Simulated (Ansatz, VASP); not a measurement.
**One calculation of SiC5, two programs**

File POSCAR:

```
SiC5
1.0
    2.7247302423      0.0000000000      0.0000000000
   -1.3623651212      2.3596856083      0.0000000000
    0.0000000000      0.0000000000      6.7451248089
C Si
5 1
Direct
    0.0000000000      0.0000000000     -0.0279056134
    0.6666666667      0.3333333333      0.6696755148
    0.3333333333      0.6666666667      0.3656409587
    0.6666666667      0.3333333333      0.8962861346
    0.3333333333      0.6666666667      0.5929510660
    0.0000000000      0.0000000000      0.2533519394
```

Contents of INCAR.step1:

```
SYSTEM = SiC5
PREC = Accurate
ENCUT = 520
ISMEAR = 0
SIGMA = 0.01
LREAL = .FALSE.
LASPH = .TRUE.
NELM = 80
NBANDS = 21
GGA = PE
ALGO = Normal
EDIFF = 1E-4
LWAVE = .TRUE.
LCHARG = .FALSE.
```

INCAR.step2

```
SYSTEM = SiC5
PREC = Accurate
ENCUT = 520
EDIFF = 1E-6
ISMEAR = 0
SIGMA = 0.01
LREAL = .FALSE.
LASPH = .TRUE.
NELM = 80
ALGO = Normal
ISIF = 2
LWAVE = .FALSE.
LCHARG = .TRUE.
METAGGA = R2SCAN
LMIXTAU = .TRUE.
LELF = .TRUE.
LVHAR = .TRUE.
NBANDS = 21
ISTART = 1
```

The input KPOINTS:

```
regular mesh
0
G
  12 12 4
  0 0 0
```

Input for Ansatz:

```yaml
crystal:
  lattice:
    - [2.7247302423, 0.0, 0.0]
    - [-1.3623651212, 2.3596856083, 0.0]
    - [0.0, 0.0, 6.7451248089]
  atoms:
    - { symbol: C, position: [0.0, 0.0, -0.0279056134] }
    - { symbol: C, position: [0.6666666667, 0.3333333333, 0.6696755148] }
    - { symbol: C, position: [0.3333333333, 0.6666666667, 0.3656409587] }
    - { symbol: C, position: [0.6666666667, 0.3333333333, 0.8962861346] }
    - { symbol: C, position: [0.3333333333, 0.6666666667, 0.592951066] }
    - { symbol: Si, position: [0.0, 0.0, 0.2533519394] }
kpoints:
  mp_grid: { grid: [12, 12, 4] }
  band_path:
    path:
      - [0.0, 0.0, 0.0]
      - [0.5, 0.0, 0.0]
      - [0.3333333333, 0.3333333333, 0.0]
      - [0.0, 0.0, 0.5]
      - [0.5, 0.0, 0.5]
      - [0.3333333333, 0.3333333333, 0.5]
      - [0.0, 0.5, 0.0]
      - [0.0, 0.25, -0.5]
    npoints: 1
hamiltonian:
  xc: r2scan
scf:
  occupations: { method: fixed }
  n_extra_bands: 5
output:
  forces: true
  stress: true
  eigenvalues: true
```

Alike in both runs: task single point; functional r2SCAN; k mesh 12 × 12 × 4; no spin polarisation.

```csv
,VASP,Ansatz
version,VASP 6.6.1,Ansatz 0.2.0
potentials or method,"VASP PAW PBE potentials, release 64 (C, Si)","plane waves, PAW"
plane-wave cutoff (eV),520,500
occupations,"gaussian, width 0.01 eV",fixed
valence electrons in the cell,24,24
```

|  | VASP | Ansatz | Ansatz less VASP |
| --- | --- | --- | --- |
| gap on the k mesh at the Fermi level (eV) | 1.67 | 1.67 | -0.005 |
| pressure (GPa) | 0.3 | 0.0 | -0.25 |
| traceless stress, the component that is largest in VASP (GPa) | -0.14 | 0.00 | +0.133 |
| rms of the force components (eV/Å) | 0.029 | 0.001 | -0.0279 |

VASP's potentials were made for PBE, not for r2SCAN. Atom by atom the forces differ by 0.028 eV/Å (rms over components).
